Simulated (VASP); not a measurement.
# YAlC4N4 (P-43m) in VASP: single point with PBE

Aim: the single point of YAlC4N4 with PBE.

Program: VASP 6.6.1. These are calculated values, not measurements. Logs are shortened: lines on timing, memory, paths and dates and some standing lists are left out, and cuts for length are marked.

**1. The cell of the first run**

Symmetry: P-43m, No. 215, cubic system. Conventional cell: a = 6.241 Å, b = 6.241 Å, c = 6.241 Å, α = 90.00°, β = 90.00°, γ = 90.00°. Y (site symmetry -43m) has 4 N at 2.26 Å within 3.0 Å. Al (site symmetry -43m) has 4 C at 1.96 Å within 2.6 Å. Within 1.6 Å of C (site symmetry 3m) lie 1 N at 1.18 Å. N (site symmetry 3m) has 1 C at 1.18 Å within 1.6 Å.

**2. Single point, PBE**

Input file INCAR:

```
SYSTEM = YAlC4N4
PREC = Accurate
ENCUT = 1330
EDIFF = 1E-6
ISMEAR = 0
SIGMA = 0.1
LREAL = .False.
LASPH = .True.
NELM = 120
ALGO = Normal
ISIF = 2
LWAVE = .False.
LCHARG = .False.
GGA = PE
NBANDS = 36
GGA_COMPAT = .False.
```

Input file KPOINTS:

```
regular mesh
0
Gamma
  6 6 6
  0 0 0
```

Input file POSCAR:

```
YAlC4N4
1.0
    6.2413704187      0.0000000000      0.0000000000
    0.0000000000      6.2413704187      0.0000000000
    0.0000000000      0.0000000000      6.2413704187
Y Al C N
1 1 4 4
Direct
    0.5000000000      0.5000000000      0.5000000000
    0.0000000000      0.0000000000      0.0000000000
    0.1814699702      0.1814699702      0.1814699702
    0.1814699702      0.8185300298      0.8185300298
    0.8185300298      0.1814699702      0.8185300298
    0.8185300298      0.8185300298      0.1814699702
    0.2910474511      0.2910474511      0.2910474511
    0.2910474511      0.7089525489      0.7089525489
    0.7089525489      0.2910474511      0.7089525489
    0.7089525489      0.7089525489      0.2910474511
```

Potentials or basis: VASP PAW PBE potentials, release 64 (Y_sv, Al, C_h, N_h).

Command:

```console
cat potpaw_PBE.64/Y_sv/POTCAR potpaw_PBE.64/Al/POTCAR potpaw_PBE.64/C_h/POTCAR potpaw_PBE.64/N_h/POTCAR > POTCAR
mpirun -np 1 vasp_std > vasp.out
```

OUTCAR:

```text
SYSTEM = YAlC4N4
   PREC = Accurate
   ENCUT = 1330
   EDIFF = 1E-6
   ISMEAR = 0
   LREAL = .False.
   LASPH = .True.
   NELM = 120
   ISIF = 2
   GGA = PE

 ion  position               nearest neighbor table
   1  0.500  0.500  0.500-   7 2.26   8 2.26   9 2.26  10 2.26
   2  0.000  0.000  0.000-   3 1.96   4 1.96   5 1.96   6 1.96
   3  0.181  0.181  0.181-   7 1.18   2 1.96
   4  0.181  0.819  0.819-   8 1.18   2 1.96
   5  0.819  0.181  0.819-   9 1.18   2 1.96
   6  0.819  0.819  0.181-  10 1.18   2 1.96
   7  0.291  0.291  0.291-   3 1.18   1 2.26
   8  0.291  0.709  0.709-   4 1.18   1 2.26
   9  0.709  0.291  0.709-   5 1.18   1 2.26
  10  0.709  0.709  0.291-   6 1.18   1 2.26

  LATTYP: Found a simple cubic cell.
 ALAT       =     6.2413704187

  Lattice vectors:

 A1 = (   6.2413704187,   0.0000000000,   0.0000000000)
 A2 = (   0.0000000000,   6.2413704187,   0.0000000000)
 A3 = (   0.0000000000,   0.0000000000,   6.2413704187)

Analysis of symmetry for initial positions (statically):
=====================================================================
 Subroutine PRICEL returns:
 Original cell was already a primitive cell.

 Routine SETGRP: Setting up the symmetry group for a
 simple cubic supercell.

 Subroutine GETGRP returns: Found 24 space group operations
 (whereof 24 operations were pure point group operations)
 out of a pool of 48 trial point group operations.

The static configuration has the point symmetry T_d .

Analysis of symmetry for dynamics (positions and initial velocities):
=====================================================================
 Subroutine PRICEL returns:
 Original cell was already a primitive cell.

 Routine SETGRP: Setting up the symmetry group for a
 simple cubic supercell.

 Subroutine GETGRP returns: Found 24 space group operations
 (whereof 24 operations were pure point group operations)
 out of a pool of 48 trial point group operations.

The dynamic configuration has the point symmetry T_d .

 Subroutine INISYM returns: Found 24 space group operations
 (whereof 24 operations are pure point group operations),
 and found     1 'primitive' translations

----------------------------------------------------------------------------------------

                                     Primitive cell

  volume of cell :     243.1307

  direct lattice vectors                    reciprocal lattice vectors
     6.241370419  0.000000000  0.000000000     0.160221223  0.000000000  0.000000000
     0.000000000  6.241370419  0.000000000     0.000000000  0.160221223  0.000000000
     0.000000000  0.000000000  6.241370419     0.000000000  0.000000000  0.160221223

  length of vectors
     6.241370419  6.241370419  6.241370419     0.160221223  0.160221223  0.160221223

  position of ions in fractional coordinates (direct lattice)
     0.500000000  0.500000000  0.500000000
     0.000000000  0.000000000  0.000000000
     0.181469970  0.181469970  0.181469970
     0.181469970  0.818530030  0.818530030
     0.818530030  0.181469970  0.818530030
     0.818530030  0.818530030  0.181469970
     0.291047451  0.291047451  0.291047451
     0.291047451  0.708952549  0.708952549
     0.708952549  0.291047451  0.708952549
     0.708952549  0.708952549  0.291047451

  ion indices of the primitive-cell ions
   primitive index   ion index
                 1           1
                 2           2
                 3           3
                 4           4
                 5           5
                 6           6
                 7           7
                 8           8
                 9           9
                10          10

----------------------------------------------------------------------------------------

 KPOINTS: regular mesh

Automatic generation of k-mesh.
 Grid dimensions read from file:
 generate k-points for:    6    6    6

 Generating k-lattice:

  Cartesian coordinates                     Fractional coordinates (reciprocal lattice)
     0.026703537  0.000000000  0.000000000     0.166666667  0.000000000  0.000000000
     0.000000000  0.026703537  0.000000000     0.000000000  0.166666667  0.000000000
     0.000000000  0.000000000  0.026703537     0.000000000  0.000000000  0.166666667

  Length of vectors
     0.026703537  0.026703537  0.026703537

  Shift w.r.t. Gamma in fractional coordinates (k-lattice)
     0.000000000  0.000000000  0.000000000

 Subroutine IBZKPT returns following result:
 ===========================================

 Found     20 irreducible k-points:

 Following reciprocal coordinates:
            Coordinates               Weight
  0.000000  0.000000  0.000000      1.000000
  0.166667  0.000000  0.000000      6.000000
  0.333333  0.000000  0.000000      6.000000
  0.500000  0.000000  0.000000      3.000000
  0.166667  0.166667  0.000000     12.000000
  0.333333  0.166667  0.000000     24.000000
[... 12 lines left out ...]
  0.500000  0.500000  0.333333      6.000000
  0.500000  0.500000  0.500000      1.000000
   k-points           NKPTS =     20   k-points in BZ     NKDIM =     20   number of bands    NBANDS=     36
   number of dos      NEDOS =    301   number of ions     NIONS =     10
   total plane-waves  NPLWV = 512000
   dimension x,y,z NGX =    80 NGY =   80 NGZ =   80
   dimension x,y,z NGXF=   160 NGYF=  160 NGZF=  160
   ions per type =               1   1   4   4
   NGX,Y,Z   is equivalent  to a cutoff of  21.31, 21.31, 21.31 a.u.
   NGXF,Y,Z  is equivalent  to a cutoff of  42.62, 42.62, 42.62 a.u.
 SYSTEM =  YAlC4N4
   PREC   = accura    normal or accurate (medium, high low for compatibility)
   ISTART =      0    job   : 0-new  1-cont  2-samecut
   ICHARG =      2    charge: 1-file 2-atom 10-const
   ISPIN  =      1    spin polarized calculation?
   LNONCOLLINEAR =      F non collinear calculations
   LSORBIT =      F    spin-orbit coupling
   LASPH  =      T    aspherical Exc in radial PAW
   ENCUT  = 1330.0 eV  97.75 Ry    9.89 a.u.  18.56 18.56 18.56*2*pi/ulx,y,z
   NELM   =    120;   NELMIN=  2; NELMDL= -5     # of ELM steps
   EDIFF  = 0.1E-05   stopping-criterion for ELM
   LREAL  =      F    real-space projection
   EDIFFG = 0.1E-04   stopping-criterion for IOM
   NSW    =      0    number of steps for IOM
   IBRION =     -1    ionic relax: 0-MD 1-quasi-New 2-CG
   NFREE  =      0    steps in history (QN), initial steepest desc. (CG)
   ISIF   =      2    stress and relaxation
   ISYM   =      2    0-nonsym 1-usesym 2-fastsym
   POTIM  = 0.5000    time-step for ionic-motion
   TEBEG  =    0.0;   TEEND  =   0.0 temperature during run
   PSTRESS=    0.0 pullay stress
   NELECT =      50.0000    total number of electrons
   NUPDOWN=      -1.0000    fix difference up-down
   EMIN   =  10.00;   EMAX   =-10.00  energy-range for DOS
   EFERMI =   0.00;   METHOD = LEGACY
   ISMEAR =     0;   SIGMA  =   0.10  broadening in eV -4-tet -1-fermi 0-gaus
   EFERMI_NEDOS =   21; number of points for ismear=-14 and -15
   IALGO  =     38    algorithm
   IMIX   =      4    mixing-type and parameters
     AMIX     =   0.40;   BMIX     =  1.00
     AMIX_MAG =   1.60;   BMIX_MAG =  1.00
  volume/ion in A,a.u.               =      24.31       164.07
  Fermi-wavevector in a.u.,A,eV,Ry     =   0.966314  1.826068 12.704610  0.933762
  Thomas-Fermi vector in A             =   2.096105
   LORBIT       =      0    0 simple, 1 ext, 2 COOP (PROOUT), +10 PAW based schemes
   GGA     = PE    functional components
   LHFCALC =     F    Hartree Fock is set to
   AEXX    =    0.0000 exact exchange contribution
   IVDW    =     0    specifies the selected vdW correction
   LEPSILON=     F    determine dielectric tensor
   LRPA    =     F    only Hartree local field effects (RPA)
 non-spin polarized calculation
 Gauss-broadening in eV      SIGMA  =   0.10
  energy-cutoff  :     1330.00
  volume of cell :      243.13
 maximum number of plane-waves:     26865
 NGX is ok and might be reduce to    80
   NGX = 37   NGY = 37   NGZ = 37

 number of electron      49.9999999 magnetization

 Free energy of the ion-electron system (eV)
  ---------------------------------------------------
  ext. energy  EPLUGINS =         0.00000000
  ---------------------------------------------------
  free energy    TOTEN  =       -79.91476750 eV

  energy without entropy =      -79.86265348  energy(sigma->0) =      -79.88871049

 E-fermi :   1.4480     XC(G=0):  -6.6317

 val. band max:        1.4435027710   @ k =   0.1667   0.0000   0.0000
 cond. band min:       1.4825349107   @ k =   0.5000   0.3333   0.3333
 fundamental gap:      0.0390321398
 Fermi energy:         1.4479596531

 k-point     1 :       0.0000    0.0000    0.0000
  band No.  band energies     occupation
      1     -42.2448      2.00000
      2     -22.4131      2.00000
      3     -22.4131      2.00000
      4     -22.4131      2.00000
      5     -18.2810      2.00000
      6     -18.1456      2.00000
[... 28 lines left out ...]
     35       4.8276      0.00000
     36       5.2450      0.00000

 k-point     2 :       0.1667    0.0000    0.0000
  band No.  band energies     occupation
      1     -42.2448      2.00000
      2     -22.4133      2.00000
      3     -22.4131      2.00000
      4     -22.4131      2.00000
      5     -18.2737      2.00000
      6     -18.1528      2.00000
[... 28 lines left out ...]
     35       5.1747      0.00000
     36       5.2217      0.00000
[... 661 lines left out ...]
     35       4.7390      0.00000
     36       5.0313      0.00000

 k-point    20 :       0.5000    0.5000    0.5000
  band No.  band energies     occupation
      1     -42.2448      2.00000
      2     -22.4135      2.00000
      3     -22.4135      2.00000
      4     -22.4135      2.00000
      5     -18.2500      2.00000
      6     -18.1550      2.00000
[... 28 lines left out ...]
     35       4.3185      0.00000
     36       5.1154      0.00000

------------------------ aborting loop because EDIFF is reached ----------------------------------------

  FORCE on cell =-STRESS in cart. coord.  units (eV):
  Direction    XX          YY          ZZ          XY          YZ          ZX
  --------------------------------------------------------------------------------------
  -------------------------------------------------------------------------------------
  Total       -0.1326017     -0.1326017     -0.1326017      0.0000000      0.0000000      0.0000000
  in kB       -0.8738156     -0.8738156     -0.8738156      0.0000000      0.0000000      0.0000000
  external PRESSURE =      -0.8738156 kB  Pullay stress =       0.0000000 kB

 VOLUME and BASIS-vectors are now :
 -----------------------------------------------------------------------------
  energy-cutoff  :     1330.00
  volume of cell :      243.13
      direct lattice vectors                 reciprocal lattice vectors
     6.241370419  0.000000000  0.000000000     0.160221223  0.000000000  0.000000000
     0.000000000  6.241370419  0.000000000     0.000000000  0.160221223  0.000000000
     0.000000000  0.000000000  6.241370419     0.000000000  0.000000000  0.160221223

 POSITION                                       TOTAL-FORCE (eV/Angst)
 -----------------------------------------------------------------------------------
      3.12069      3.12069      3.12069         0.000000      0.000000     -0.000000
      0.00000      0.00000      0.00000         0.000000      0.000000     -0.000000
      1.13262      1.13262      1.13262        -0.013594     -0.013594     -0.013594
      1.13262      5.10875      5.10875        -0.013594      0.013594      0.013594
      5.10875      1.13262      5.10875         0.013594     -0.013594      0.013594
      5.10875      5.10875      1.13262         0.013594      0.013594     -0.013594
      1.81653      1.81653      1.81653         0.005579      0.005579      0.005579
      1.81653      4.42484      4.42484         0.005579     -0.005579     -0.005579
      4.42484      1.81653      4.42484        -0.005579      0.005579     -0.005579
      4.42484      4.42484      1.81653        -0.005579     -0.005579      0.005579
 -----------------------------------------------------------------------------------
    total drift:                                0.000000      0.000000     -0.000000

  FREE ENERGIE OF THE ION-ELECTRON SYSTEM (eV)
  ---------------------------------------------------
  free  energy   TOTEN  =       -79.9147674953 eV

  energy  without entropy=      -79.8626534792  energy(sigma->0) =      -79.88871049
```

Wall time 9.3 min (1 thread of Intel Xeon 6975P-C (Granite Rapids), shared host); peak memory 1.4 GiB.

What came out:

```yaml
Free_energy: -79.9148 eV
Pressure: -0.1 GPa
Largest_force: 0.024 eV/Å
Band_gap_on_the_k_mesh: zero (bands 25 and 26 overlap by 0.15 eV)
```

Forces in eV/Å, atoms in the order of the input:
```
Y    0.000  0.000  0.000
Al   0.000  0.000  0.000
C   -0.014 -0.014 -0.014
C   -0.014  0.014  0.014
C    0.014 -0.014  0.014
C    0.014  0.014 -0.014
N    0.006  0.006  0.006
N    0.006 -0.006 -0.006
N   -0.006  0.006 -0.006
N   -0.006 -0.006  0.006
```

The gap in the log of VASP goes by the Fermi energy; the results here count the filled bands.